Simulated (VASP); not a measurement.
# AlNi (AlNi (110), 3 layers) in VASP: notebook

Runs on AlNi (AlNi (110), 3 layers). Level: LDA. Tasks: single point.

All numbers are computed with VASP 6.6.1; they aren't measurements. Logs are shortened: lines on timing, memory, paths and dates and some standing lists are left out, and cuts for length are marked.

### 1 The cell of the first run

The cell holds a slab with vacuum, 6 atoms: a = 2.833 Å, b = 4.006 Å, c = 15.180 Å, α = 90.00°, β = 90.00°, γ = 90.00°.

### 2 Single point, LDA

File INCAR:

```
SYSTEM = AlNi
PREC     = Accurate       ! precision mode
ENCUT    = 520            ! plane-wave cutoff, eV
EDIFF    = 1E-6           ! SCF threshold, eV
ISMEAR   = -1             ! smearing method
SIGMA    = 0.1            ! smearing width, eV
LREAL    = .False.        ! projectors in reciprocal space
LASPH    = .True.         ! aspherical terms in the spheres
NELM     = 100            ! most SCF steps
ALGO     = Normal         ! electronic algorithm
ISIF     = 2              ! what is computed and relaxed
LWAVE    = .False.        ! write WAVECAR
LCHARG   = .False.        ! write CHGCAR
LDIPOL   = .True.       
IDIPOL   = 3            
DIPOL    = 0.5 0.5 0.500
GGA      = CA             ! functional
NBANDS   = 28             ! bands
```

File KPOINTS:

```
regular mesh
0
Gamma
  13 9 1
  0 0 0
```

File POSCAR:

```
AlNi
1.0
    2.8328540745      0.0000000000      0.0000000000
    0.0000000000      4.0062606523      0.0000000000
    0.0000000000      0.0000000000     15.1796000000
Ni Al
3 3
Direct
    0.7500000000      0.2500000000      0.3761210837
    0.7500000000      0.7500000000      0.5000000234
    0.7500000000      0.2500000000      0.6238788613
    0.2500000000      0.7500000000      0.3623280850
    0.2500000000      0.2500000000      0.4999999727
    0.2500000000      0.7500000000      0.6376719150
```

Potentials or basis: VASP PAW LDA potentials, release 64 (Ni, Al).

On the command line:

```
$ cat potpaw_LDA.64/Ni/POTCAR potpaw_LDA.64/Al/POTCAR > POTCAR
$ mpirun -np 1 vasp_std > vasp.out
```

OUTCAR:

```text
SYSTEM = AlNi
   PREC = Accurate
   ENCUT = 520
   EDIFF = 1E-6
   ISMEAR = -1
   LREAL = .False.
   LASPH = .True.
   NELM = 100
   ISIF = 2
   GGA = CA

 ion  position               nearest neighbor table
   1  0.750  0.250  0.376-   5 2.35   5 2.35   4 2.46   4 2.46   4 2.46   4 2.46   2 2.75   2 2.75

   2  0.750  0.750  0.500-   5 2.45   5 2.45   5 2.45   5 2.45   6 2.52   6 2.52   4 2.52   4 2.52
                             3 2.75   3 2.75   1 2.75   1 2.75
   3  0.750  0.250  0.624-   5 2.35   5 2.35   6 2.46   6 2.46   6 2.46   6 2.46   2 2.75   2 2.75

   4  0.250  0.750  0.362-   1 2.46   1 2.46   1 2.46   1 2.46   2 2.52   2 2.52   5 2.89   5 2.89

   5  0.250  0.250  0.500-   3 2.35   3 2.35   1 2.35   1 2.35   2 2.45   2 2.45   2 2.45   2 2.45
                             4 2.89   4 2.89   6 2.89   6 2.89
   6  0.250  0.750  0.638-   3 2.46   3 2.46   3 2.46   3 2.46   2 2.52   2 2.52   5 2.89   5 2.89

  LATTYP: Found a simple orthorhombic cell.
 ALAT       =     2.8328540745
 B/A-ratio  =     1.4142135623
 C/A-ratio  =     5.3584122587

  Lattice vectors:

 A1 = (   2.8328540745,   0.0000000000,   0.0000000000)
 A2 = (   0.0000000000,   4.0062606523,   0.0000000000)
 A3 = (   0.0000000000,   0.0000000000,  15.1796000000)

Analysis of symmetry for initial positions (statically):
=====================================================================
 Subroutine PRICEL returns:
 Original cell was already a primitive cell.

 Routine SETGRP: Setting up the symmetry group for a
 simple orthorhombic supercell.

 Subroutine GETGRP returns: Found  8 space group operations
 (whereof  2 operations were pure point group operations)
 out of a pool of  8 trial point group operations.

The static configuration has the point symmetry C_1h.
 The point group associated with its full space group is D_2h.

Analysis of symmetry for dynamics (positions and initial velocities):
=====================================================================
 Subroutine PRICEL returns:
 Original cell was already a primitive cell.

 Routine SETGRP: Setting up the symmetry group for a
 simple orthorhombic supercell.

 Subroutine GETGRP returns: Found  8 space group operations
 (whereof  2 operations were pure point group operations)
 out of a pool of  8 trial point group operations.

The dynamic configuration has the point symmetry C_1h.
 The point group associated with its full space group is D_2h.

 Subroutine INISYM returns: Found  8 space group operations
 (whereof  2 operations are pure point group operations),
 and found     1 'primitive' translations

----------------------------------------------------------------------------------------

                                     Primitive cell

  volume of cell :     172.2756

  direct lattice vectors                    reciprocal lattice vectors
     2.832854075  0.000000000  0.000000000     0.353000887  0.000000000  0.000000000
     0.000000000  4.006260652  0.000000000     0.000000000  0.249609321  0.000000000
     0.000000000  0.000000000 15.179600000     0.000000000  0.000000000  0.065877889

  length of vectors
     2.832854075  4.006260652 15.179600000     0.353000887  0.249609321  0.065877889

  position of ions in fractional coordinates (direct lattice)
     0.750000000  0.250000000  0.376121084
     0.750000000  0.750000000  0.500000023
     0.750000000  0.250000000  0.623878861
     0.250000000  0.750000000  0.362328085
     0.250000000  0.250000000  0.499999973
     0.250000000  0.750000000  0.637671915

  ion indices of the primitive-cell ions
   primitive index   ion index
                 1           1
                 2           2
                 3           3
                 4           4
                 5           5
                 6           6

----------------------------------------------------------------------------------------

 KPOINTS: regular mesh

Automatic generation of k-mesh.
 Grid dimensions read from file:
 generate k-points for:   13    9    1

 Generating k-lattice:

  Cartesian coordinates                     Fractional coordinates (reciprocal lattice)
     0.027153914  0.000000000  0.000000000     0.076923077  0.000000000  0.000000000
     0.000000000  0.027734369  0.000000000     0.000000000  0.111111111  0.000000000
     0.000000000  0.000000000  0.065877889     0.000000000  0.000000000  1.000000000

  Length of vectors
     0.027153914  0.027734369  0.065877889

  Shift w.r.t. Gamma in fractional coordinates (k-lattice)
     0.000000000  0.000000000  0.000000000

 Subroutine IBZKPT returns following result:
 ===========================================

 Found     35 irreducible k-points:

 Following reciprocal coordinates:
            Coordinates               Weight
  0.000000  0.000000  0.000000      1.000000
  0.076923  0.000000  0.000000      2.000000
  0.153846  0.000000  0.000000      2.000000
  0.230769  0.000000  0.000000      2.000000
  0.307692  0.000000  0.000000      2.000000
  0.384615  0.000000  0.000000      2.000000
[... 16 lines left out ...]
  0.076923  0.333333  0.000000      4.000000
  0.153846  0.333333  0.000000      4.000000
 [... further k-points ...]
   k-points           NKPTS =     35   k-points in BZ     NKDIM =     35   number of bands    NBANDS=     28
   number of dos      NEDOS =    301   number of ions     NIONS =      6
   total plane-waves  NPLWV =  86400
   dimension x,y,z NGX =    24 NGY =   30 NGZ =  120
   dimension x,y,z NGXF=    48 NGYF=   60 NGZF=  240
   ions per type =               3   3
   NGX,Y,Z   is equivalent  to a cutoff of  14.08, 12.45, 13.14 a.u.
   NGXF,Y,Z  is equivalent  to a cutoff of  28.17, 24.90, 26.28 a.u.
 SYSTEM =  AlNi
   PREC   = accura    normal or accurate (medium, high low for compatibility)
   ISTART =      0    job   : 0-new  1-cont  2-samecut
   ICHARG =      2    charge: 1-file 2-atom 10-const
   ISPIN  =      1    spin polarized calculation?
   LNONCOLLINEAR =      F non collinear calculations
   LSORBIT =      F    spin-orbit coupling
   LASPH  =      T    aspherical Exc in radial PAW
   ENCUT  =  520.0 eV  38.22 Ry    6.18 a.u.   5.27  7.45 28.22*2*pi/ulx,y,z
   NELM   =    100;   NELMIN=  2; NELMDL= -5     # of ELM steps
   EDIFF  = 0.1E-05   stopping-criterion for ELM
   LREAL  =      F    real-space projection
   EDIFFG = 0.1E-04   stopping-criterion for IOM
   NSW    =      0    number of steps for IOM
   IBRION =     -1    ionic relax: 0-MD 1-quasi-New 2-CG
   NFREE  =      0    steps in history (QN), initial steepest desc. (CG)
   ISIF   =      2    stress and relaxation
   ISYM   =      2    0-nonsym 1-usesym 2-fastsym
   POTIM  = 0.5000    time-step for ionic-motion
   TEBEG  =    0.0;   TEEND  =   0.0 temperature during run
   PSTRESS=    0.0 pullay stress
   NELECT =      39.0000    total number of electrons
   NUPDOWN=      -1.0000    fix difference up-down
   EMIN   =  10.00;   EMAX   =-10.00  energy-range for DOS
   EFERMI =   0.00;   METHOD = LEGACY
   ISMEAR =    -1;   SIGMA  =   0.10  broadening in eV -4-tet -1-fermi 0-gaus
   EFERMI_NEDOS =   21; number of points for ismear=-14 and -15
   IALGO  =     38    algorithm
   IMIX   =      4    mixing-type and parameters
     AMIX     =   0.40;   BMIX     =  1.00
     AMIX_MAG =   1.60;   BMIX_MAG =  1.00
  volume/ion in A,a.u.               =      28.71       193.76
  Fermi-wavevector in a.u.,A,eV,Ry     =   0.997750  1.885474 13.544672  0.995505
  Thomas-Fermi vector in A             =   2.129927
   LORBIT       =      0    0 simple, 1 ext, 2 COOP (PROOUT), +10 PAW based schemes
   GGA     = CA    functional components
   LHFCALC =     F    Hartree Fock is set to
   AEXX    =    0.0000 exact exchange contribution
   IVDW    =     0    specifies the selected vdW correction
   LEPSILON=     F    determine dielectric tensor
   LRPA    =     F    only Hartree local field effects (RPA)
 non-spin polarized calculation
  energy-cutoff  :      520.00
  volume of cell :      172.28
 maximum number of plane-waves:      4666
 NGX is ok and might be reduce to    24
   NGX = 11   NGY = 15   NGZ = 57

 number of electron      38.9999982 magnetization

 dipolmoment           0.000000      0.000000      0.000003 electrons x Angstroem

 Free energy of the ion-electron system (eV)
  ---------------------------------------------------
  ext. energy  EPLUGINS =         0.00000000
  ---------------------------------------------------
  free energy    TOTEN  =       -33.96389876 eV

  energy without entropy =      -33.86977885  energy(sigma->0) =      -33.91683880

 E-fermi :   1.1998     XC(G=0):  -6.3421

 val. band max:        1.1892702296   @ k =   0.2308   0.0000   0.0000
 cond. band min:       1.2053956632   @ k =   0.3846   0.0000   0.0000
 fundamental gap:      0.0161254336
 Fermi energy:         1.1997916778

 k-point     1 :       0.0000    0.0000    0.0000
  band No.  band energies     occupation
      1      -9.2717      2.00000
      2      -7.0684      2.00000
      3      -4.6447      2.00000
      4      -2.4169      2.00000
      5      -2.0700      2.00000
      6      -1.9005      2.00000
[... 20 lines left out ...]
     27       6.4002      0.00000
     28       7.4043      0.00000

 k-point     2 :       0.0769    0.0000    0.0000
  band No.  band energies     occupation
      1      -9.1611      2.00000
      2      -6.9641      2.00000
      3      -4.5650      2.00000
      4      -2.3394      2.00000
      5      -2.0509      2.00000
      6      -1.8797      2.00000
[... 20 lines left out ...]
     27       6.4120      0.00000
     28       6.7772      0.00000

 k-point     3 :       0.1538    0.0000    0.0000
  band No.  band energies     occupation
      1      -8.8317      2.00000
      2      -6.6552      2.00000
      3      -4.3344      2.00000
      4      -2.1776      2.00000
      5      -2.0602      2.00000
      6      -1.9983      2.00000
[... 616 lines left out ...]
      3      -5.4038      2.00000
      4      -3.4863      2.00000
      5      -3.3711      2.00000
      6      -1.8798      2.00000
[... 20 lines left out ...]
     27       7.8197      0.00000
     28       8.3093      0.00000

 k-point    24 :       0.1538    0.3333    0.0000
  band No.  band energies     occupation
      1      -7.8187      2.00000
      2      -5.7087      2.00000
      3      -5.1668      2.00000
      4      -3.2764      2.00000
      5      -3.1009      2.00000
      6      -1.7977      2.00000
[... 20 lines left out ...]
     27       7.6994      0.00000
     28       7.8762      0.00000

 [... further k-points ...]

------------------------ aborting loop because EDIFF is reached ----------------------------------------

 vacuum level on the upper side and lower side of the slab       (xc-potential included)        -0.297        -0.297

  FORCE on cell =-STRESS in cart. coord.  units (eV):
  Direction    XX          YY          ZZ          XY          YZ          ZX
  --------------------------------------------------------------------------------------
  -------------------------------------------------------------------------------------
  Total       -4.9106977     -4.8502221      0.1369556      0.0000000      0.0000000      0.0000000
  in kB      -45.6698993    -45.1074711      1.2736984      0.0000000      0.0000000      0.0000000
  external PRESSURE =     -29.8345573 kB  Pullay stress =       0.0000000 kB

 VOLUME and BASIS-vectors are now :
 -----------------------------------------------------------------------------
  energy-cutoff  :      520.00
  volume of cell :      172.28
      direct lattice vectors                 reciprocal lattice vectors
     2.832854075  0.000000000  0.000000000     0.353000887  0.000000000  0.000000000
     0.000000000  4.006260652  0.000000000     0.000000000  0.249609321  0.000000000
     0.000000000  0.000000000 15.179600000     0.000000000  0.000000000  0.065877889

 POSITION                                       TOTAL-FORCE (eV/Angst)
 -----------------------------------------------------------------------------------
      2.12464      1.00157      5.70937        -0.000000     -0.000000     -0.027048
      2.12464      3.00470      7.58980         0.000000     -0.000000      0.000000
      2.12464      1.00157      9.47023        -0.000000     -0.000000      0.027048
      0.70821      3.00470      5.50000         0.000000     -0.000000     -0.008667
      0.70821      1.00157      7.58980         0.000000     -0.000000      0.000000
      0.70821      3.00470      9.67960         0.000000      0.000000      0.008667
 -----------------------------------------------------------------------------------
    total drift:                                0.000000      0.000000      0.000284

  FREE ENERGIE OF THE ION-ELECTRON SYSTEM (eV)
  ---------------------------------------------------
  free  energy   TOTEN  =       -33.9638987554 eV

  energy  without entropy=      -33.8697788535  energy(sigma->0) =      -33.91683880

 vacuum level on the upper side and lower side of the slab         5.854         5.854
```

Wall time 2.9 min (1 thread of Intel Xeon Platinum 8488C (Sapphire Rapids), shared host); peak memory 0.31 GiB.

What came out:

| Quantity | Value |
| --- | --- |
| Free energy | -33.9639 eV |
| Largest force | 0.027 eV/Å |

Forces in eV/Å, atoms in the order of the input:
```
Ni   0.000  0.000 -0.027
Ni   0.000  0.000  0.000
Ni   0.000  0.000  0.027
Al   0.000  0.000 -0.009
Al   0.000  0.000  0.000
Al   0.000  0.000  0.009
```

### 3 Single point, LDA

File INCAR:

```
ALGO = Normal
DIPOL = 0.5 0.5 0.500
EDIFF = 1E-7
ENCUT = 520
IDIPOL = 3
ISIF = 2
ISMEAR = -1
LASPH = T
LCHARG = F
LDIPOL = T
LREAL = F
LWAVE = F
NBANDS = 28
NELM = 60
PREC = Accurate
SIGMA = 0.1
```

File KPOINTS:

```
k-points
0
Gamma
  13 9 1
```

POSCAR is that of step 2.

Potentials or basis: VASP PAW LDA potentials, release 64 (Ni, Al).

On the command line:

```
$ cat potpaw_LDA.64/Ni/POTCAR potpaw_LDA.64/Al/POTCAR > POTCAR
$ mpirun -np 1 vasp_std > vasp.out
```

Run time: 2.5 min. Hardware: 1 thread of Intel Xeon Platinum 8488C (Sapphire Rapids), shared host; peak memory 0.31 GiB.

It converged, with:

```yaml
Free_energy: -33.9639 eV
Largest_force: 0.027 eV/Å
```

Forces on the atoms (eV/Å):
```
Ni   0.000  0.000 -0.027
Ni   0.000  0.000  0.000
Ni   0.000  0.000  0.027
Al   0.000  0.000 -0.009
Al   0.000  0.000  0.000
Al   0.000  0.000  0.009
```

Levels at points of the mesh, in eV from the Fermi level:
| k point | band 17 | band 18 | band 19 | band 20 | band 21 | band 22 | band 23 | band 24 |
| --- | --- | --- | --- | --- | --- | --- | --- | --- |
| (0.00, 0.00, 0.00) | -1.46 | -1.44 | -1.34 | -1.02 | 1.20 | 2.61 | 3.52 | 3.65 |

Spin polarisation is off, so any magnetic state and its effect on volume and gap are missing.
